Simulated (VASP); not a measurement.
Here is a VASP 6.6.1 calculation.

The input INCAR:

```
SYSTEM = Mg2As
  ALGO = Fast
  EDIFF = 1E-6
  ENCUT = 520
  GGA = PE
  ISIF = 2
  ISMEAR = -1
  LASPH = .TRUE.
  LCHARG = .FALSE.
  LREAL = .FALSE.
  LWAVE = .FALSE.
  NBANDS = 18
  NELM = 60
  PREC = Accurate
  SIGMA = 0.05
```

The input KPOINTS:

```
k-points
0
G
  8 8 8
  0 0 0
```

File POSCAR:

```
Mg2As
1.0
   -1.8913508641      2.7667071913      5.8742448912
    1.8913508641     -2.7667071913      5.8742448912
    1.8913508641      2.7667071913     -5.8742448912
As Mg
2 4
Direct
    0.3559950000      0.8559950000      0.5000000000
    0.6440050000      0.1440050000      0.5000000000
    0.1972320000      0.1972320000      0.0000000000
    0.2550410000      0.5000000000      0.7550410000
    0.7449590000      0.5000000000      0.2449590000
    0.8027680000      0.8027680000      0.0000000000
```

Potentials or basis: VASP PAW PBE potentials, release 64 (As, Mg).

The run is started by

```bash
$ cat potpaw_PBE.64/As/POTCAR potpaw_PBE.64/Mg/POTCAR > POTCAR
$ mpirun -np 1 vasp_std > vasp.out
```

Q: What does it give for the band gap on the k mesh?

A: Zero (bands 9 and 10 overlap by 0.70 eV).

Q: Estimate the pressure.

A: 2.0 GPa.

Q: Estimate the largest force.

A: 0.140 eV/Å.

Stress tensor (GPa, compression positive):
```
2.05 0.00 0.00
0.00 2.42 0.00
0.00 0.00 1.57
```
